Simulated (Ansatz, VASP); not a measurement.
**Si2C in VASP and in Ansatz**

File INCAR:

```
PREC     = Accurate       # precision mode
ENCUT    = 520            # plane-wave cutoff, eV
EDIFF    = 1E-6           # SCF threshold, eV
ISMEAR   = 0              # smearing method
SIGMA    = 0.1            # smearing width, eV
LREAL    = False          # projectors in reciprocal space
LASPH    = True           # aspherical terms in the spheres
NELM     = 150            # most SCF steps
ALGO     = Normal         # electronic algorithm
ISIF     = 2              # what is computed and relaxed
LWAVE    = False          # write WAVECAR
LCHARG   = False          # write CHGCAR
ISPIN    = 2              # spin polarisation
MAGMOM   = 0 0 0 0 1 1    # initial moments
LORBIT   = 11             # projections on sites
GGA      = PE             # functional
NBANDS   = 25             # bands
```

File KPOINTS:

```
Automatic mesh
0
Gamma
  6 6 4
```

Contents of POSCAR:

```
Si2C
1.0
    4.7484535938      0.0000000000      0.0000000000
   -2.3742267969      4.1122814409      0.0000000000
    0.0000000000      0.0000000000      5.9115386962
Si C
4 2
Direct
    0.5000000000      0.0000000000      0.5000000000
    0.0000000000      0.5000000000      0.5000000000
    0.5000000000      0.5000000000      0.5000000000
    0.0000000000      0.0000000000      0.0000000000
    0.0000000000      0.0000000000      0.3040516062
    0.0000000000      0.0000000000      0.6959483938
```

Input for Ansatz:

```yaml
crystal:
  lattice:
    - [4.7484535938, 0.0, 0.0]
    - [-2.3742267969, 4.1122814409, 0.0]
    - [0.0, 0.0, 5.9115386962]
  atoms:
    - { symbol: Si, position: [0.5, 0.0, 0.5] }
    - { symbol: Si, position: [0.0, 0.5, 0.5] }
    - { symbol: Si, position: [0.5, 0.5, 0.5] }
    - { symbol: Si, position: [0.0, 0.0, 0.0] }
    - { symbol: C, position: [0.0, 0.0, 0.3040516062], spin: 1.0 }
    - { symbol: C, position: [0.0, 0.0, 0.6959483938], spin: 1.0 }
basis:
  ecutwfc: 420
kpoints:
  mp_grid: { grid: [6, 6, 4] }
hamiltonian:
  xc: pbe
scf:
  occupations: { method: gaussian, width: 0.1 }
  lower_state_search: "off"
output:
  forces: true
  stress: true
  eigenvalues: true
  populations: true
magnetization:
  spin_polarized: true
```

Alike in both runs: task single point; functional PBE; k mesh 6 × 6 × 4; occupations gaussian, width 0.1 eV; collinear spin.

```csv
,VASP,Ansatz
version,VASP 6.6.1,Ansatz 0.2.0
potentials or method,"VASP PAW PBE potentials, release 64 (Si, C), cutoff 520 eV","scalar-relativistic, plane waves, PAW"
valence electrons in the cell,24,24
```

VASP gave:

```
gap on the k mesh at the Fermi level (eV) : none
pressure (GPa)                            : 0.0
rms of the force components (eV/Å)        : 0.010
net moment per atom (μB)                  : 0.00
```

Q: What did Ansatz give for the same quantities?

A: gap on the k mesh at the Fermi level (eV): none; pressure (GPa): 0.0; rms of the force components (eV/Å): 0.005; net moment per atom (μB): 0.00.

Atom by atom the forces differ by 0.005 eV/Å (rms over components). A gap of «none» marks a metal or a gap that the smearing closes. Ansatz's warnings: seeded moment not kept.
